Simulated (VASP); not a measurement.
# Ir (Fm-3m) in VASP: single point with PBE

Aim: the single point of Ir with PBE.

Program: VASP 6.6.1. These are calculated values, not measurements. Logs are shortened: lines on timing, memory, paths and dates and some standing lists are left out, and cuts for length are marked.

### 1 The cell of the first run

The structure is cubic, space group Fm-3m (No. 225). The conventional cell has a = 3.831 Å, b = 3.831 Å, c = 3.831 Å, α = 90.00°, β = 90.00°, γ = 90.00°. Ir (site symmetry m-3m) has 12 Ir at 2.71 Å within 3.6 Å.

### 2 Single point, PBE, non-collinear spin, zero start, spin-orbit coupling

Input file INCAR:

```
SYSTEM = Ir
PREC = Accurate ; ENCUT = 520
EDIFF = 1E-6 ; ISMEAR = 0
SIGMA = 0.05 ; LREAL = .FALSE.
LASPH = .TRUE. ; NELM = 150
ALGO = Normal ; ISIF = 2
LWAVE = .FALSE. ; LCHARG = .FALSE.
MAGMOM = 0 0 0 ; LORBIT = 11
LSORBIT = .TRUE. ; GGA_COMPAT = .FALSE.
LORBMOM = .TRUE. ; LMAXMIX = 4
GGA = PE ; NBANDS = 20
```

Input file KPOINTS:

```
Automatic mesh
0
G
  18 18 18
  0 0 0
```

Input file POSCAR:

```
Ir
1.0
    0.0000000000      1.9156000000      1.9156000000
    1.9156000000      0.0000000000      1.9156000000
    1.9156000000      1.9156000000      0.0000000000
Ir
1
Direct
    0.0000000000      0.0000000000      0.0000000000
```

Potentials or basis: VASP PAW PBE potentials, release 64 (Ir).

Command:

```
> cat potpaw_PBE.64/Ir/POTCAR > POTCAR
> mpirun -np 1 vasp_ncl > vasp.out
```

OUTCAR:

```text
SYSTEM = Ir
   PREC = Accurate
   ENCUT = 520
   EDIFF = 1E-6
   ISMEAR = 0
   LREAL = .FALSE.
   LASPH = .TRUE.
   NELM = 150
   ISIF = 2
   LORBIT = 11
   LSORBIT = .TRUE.
   GGA = PE

 ion  position               nearest neighbor table
   1  0.000  0.000  0.000-

  LATTYP: Found a face centered cubic cell.
 ALAT       =     3.8312000000

  Lattice vectors:

 A1 = (   0.0000000000,   1.9156000000,   1.9156000000)
 A2 = (   1.9156000000,   0.0000000000,   1.9156000000)
 A3 = (   1.9156000000,   1.9156000000,   0.0000000000)

Analysis of symmetry for initial positions (statically):
=====================================================================
 Subroutine PRICEL returns:
 Original cell was already a primitive cell.

 Routine SETGRP: Setting up the symmetry group for a
 face centered cubic supercell.

 Subroutine GETGRP returns: Found 48 space group operations
 (whereof 48 operations were pure point group operations)
 out of a pool of 48 trial point group operations.

The static configuration has the point symmetry O_h .

Analysis of symmetry for dynamics (positions and initial velocities):
=====================================================================
 Subroutine PRICEL returns:
 Original cell was already a primitive cell.

 Routine SETGRP: Setting up the symmetry group for a
 face centered cubic supercell.

 Subroutine GETGRP returns: Found 48 space group operations
 (whereof 48 operations were pure point group operations)
 out of a pool of 48 trial point group operations.

The dynamic configuration has the point symmetry O_h .

Analysis of structural, dynamic, and magnetic symmetry:
=====================================================================
 Subroutine PRICEL returns:
 Original cell was already a primitive cell.

 Routine SETGRP: Setting up the symmetry group for a
 face centered cubic supercell.

 Subroutine GETGRP returns: Found 48 space group operations
 (whereof 48 operations were pure point group operations)
 out of a pool of 48 trial point group operations.

The overall configuration has the point symmetry O_h .

 Subroutine INISYM returns: Found 48 space group operations
 (whereof 48 operations are pure point group operations),
 and found     1 'primitive' translations

----------------------------------------------------------------------------------------

                                     Primitive cell

[... 148 lines left out ...]
      1      -0.6680      1.00000
      2      -0.6680      1.00000
      3       6.2399      1.00000
      4       6.2399      1.00000
      5       6.2399      1.00000
      6       6.2399      1.00000
[... 541 lines left out ...]
     19      33.9318      0.00000
     20      33.9318      0.00000

 [... further k-points ...]

------------------------ aborting loop because EDIFF is reached ----------------------------------------

  FORCE on cell =-STRESS in cart. coord.  units (eV):
  Direction    XX          YY          ZZ          XY          YZ          ZX
  --------------------------------------------------------------------------------------
  -------------------------------------------------------------------------------------
  Total        1.1570332      1.1570332      1.1570332      0.0000000      0.0000000      0.0000000
  in kB      131.8596529    131.8596529    131.8596529      0.0000000      0.0000000      0.0000000
  external PRESSURE =     131.8596529 kB  Pullay stress =       0.0000000 kB

 VOLUME and BASIS-vectors are now :
 -----------------------------------------------------------------------------
  energy-cutoff  :      520.00
  volume of cell :       14.06
      direct lattice vectors                 reciprocal lattice vectors
     0.000000000  1.915600000  1.915600000    -0.261014826  0.261014826  0.261014826
     1.915600000  0.000000000  1.915600000     0.261014826 -0.261014826  0.261014826
     1.915600000  1.915600000  0.000000000     0.261014826  0.261014826 -0.261014826

 POSITION                                       TOTAL-FORCE (eV/Angst)
 -----------------------------------------------------------------------------------
      0.00000      0.00000      0.00000         0.000000      0.000000      0.000000
 -----------------------------------------------------------------------------------
    total drift:                                0.000000     -0.000000     -0.000000

  FREE ENERGIE OF THE ION-ELECTRON SYSTEM (eV)
  ---------------------------------------------------
  free  energy   TOTEN  =        -9.2179822548 eV

  energy  without entropy=       -9.2165412295  energy(sigma->0) =       -9.21726174

 orbital moment (x)

 # of ion     p       d       tot
 ----------------------------------------
  1         0.000  -0.000  -0.000
 ----------------------------------------
            0.000  -0.000  -0.000

 orbital moment (y)

 # of ion     p       d       tot
 ----------------------------------------
  1         0.000   0.000   0.000
 ----------------------------------------
            0.000   0.000   0.000

 orbital moment (z)

 # of ion     p       d       tot
 ----------------------------------------
  1         0.000   0.000   0.000
 ----------------------------------------
            0.000   0.000   0.000

 Spin-Orbit-Coupling matrix elements

 Ion:    1  E_soc:     -0.7729257
 l=   1
     0.0000000    -0.0392240    -0.0392240
    -0.0392240     0.0000000    -0.0392240
    -0.0392240    -0.0392240     0.0000000
 l=   2
     0.0000000    -0.0155741     0.0000000    -0.0155741    -0.0740229
    -0.0155741     0.0000000    -0.0555172    -0.0155741    -0.0185057
     0.0000000    -0.0555172     0.0000000    -0.0555172     0.0000000
    -0.0155741    -0.0155741    -0.0555172     0.0000000    -0.0185057
    -0.0740229    -0.0185057     0.0000000    -0.0185057     0.0000000
 l=   3
     0.0000000     0.0000000     0.0000000     0.0000000     0.0000000     0.0000000     0.0000000
     0.0000000     0.0000000     0.0000000     0.0000000     0.0000000     0.0000000     0.0000000
     0.0000000     0.0000000     0.0000000     0.0000000     0.0000000     0.0000000     0.0000000
     0.0000000     0.0000000     0.0000000     0.0000000     0.0000000     0.0000000     0.0000000
     0.0000000     0.0000000     0.0000000     0.0000000     0.0000000     0.0000000     0.0000000
     0.0000000     0.0000000     0.0000000     0.0000000     0.0000000     0.0000000     0.0000000
     0.0000000     0.0000000     0.0000000     0.0000000     0.0000000     0.0000000     0.0000000

 total charge

# of ion       s       p       d       tot
------------------------------------------
    1        0.678   0.764   6.985   8.426

 magnetization (x)

# of ion       s       p       d       tot
------------------------------------------
    1        0.000   0.000   0.000   0.000

 magnetization (y)

# of ion       s       p       d       tot
------------------------------------------
    1        0.000   0.000   0.000   0.000

 magnetization (z)

# of ion       s       p       d       tot
------------------------------------------
    1        0.000  -0.000   0.000  -0.000
```

Wall time 2.8 min (1 thread of Intel Xeon 8259CL, shared host); peak memory 0.22 GiB.

What came out:

```
Free energy                                           : -9.2180 eV
Pressure                                              : 13.2 GPa
Net moment                                            : 0.00 μB per cell
Valence electrons inside the program's atomic spheres : Ir 8.43
```

Moments on the atoms (μB; x, y, z):
```
Ir  0.00 0.00 0.00
```

Caveat: the cell stands under pressure.
